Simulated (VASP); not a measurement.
A run of VASP 6.6.1:

File INCAR:

```
SYSTEM = GeSe5
PREC     = Accurate       ! precision mode
ENCUT    = 520            ! plane-wave cutoff, eV
EDIFF    = 1E-7           ! SCF threshold, eV
ISMEAR   = 0              ! smearing method
SIGMA    = 0.1            ! smearing width, eV
LREAL    = .False.        ! projectors in reciprocal space
LASPH    = .True.         ! aspherical terms in the spheres
NELM     = 100            ! most SCF steps
ALGO     = Normal         ! electronic algorithm
ISIF     = 2              ! what is computed and relaxed
LWAVE    = .False.        ! write WAVECAR
LCHARG   = .True.         ! write CHGCAR
GGA      = PE             ! functional
LELF     = .True.         ! ELF
LVHAR    = .True.       
NBANDS   = 31             ! bands
```

Contents of KPOINTS:

```
Automatic mesh
0
Gamma
  12 12 4
  0 0 0
```

Contents of POSCAR:

```
GeSe5
1.0
    3.6858358058      0.0000000000      0.0000000000
   -1.8429179029      3.1920274420      0.0000000000
    0.0000000000      0.0000000000     13.3270657862
Ge Se
1 5
Direct
    0.0000000000      0.0000000000      0.0000000000
    0.6666666667      0.3333333333      0.8873458421
    0.3333333333      0.6666666667      0.1126541579
    0.3333333333      0.6666666667      0.6197807781
    0.0000000000      0.0000000000      0.5000000000
    0.6666666667      0.3333333333      0.3802192219
```

Potentials or basis: VASP PAW PBE potentials, release 64 (Ge_d, Se).

Command:

```sh
$ cat potpaw_PBE.64/Ge_d/POTCAR potpaw_PBE.64/Se/POTCAR > POTCAR
$ mpirun -np 1 vasp_std > vasp.out
```

Hardware: 1 thread of AMD EPYC 9R45 96-Core Processor (Zen 5), with other jobs on the host.

**Question.** Estimate the wall time of this run.

**Answer.** Wall time 3.5 min on 1 thread of AMD EPYC 9R45 96-Core Processor (Zen 5), with other jobs on the host, peak memory 0.41 GiB. Counts: scf iterations 15, k points 69.
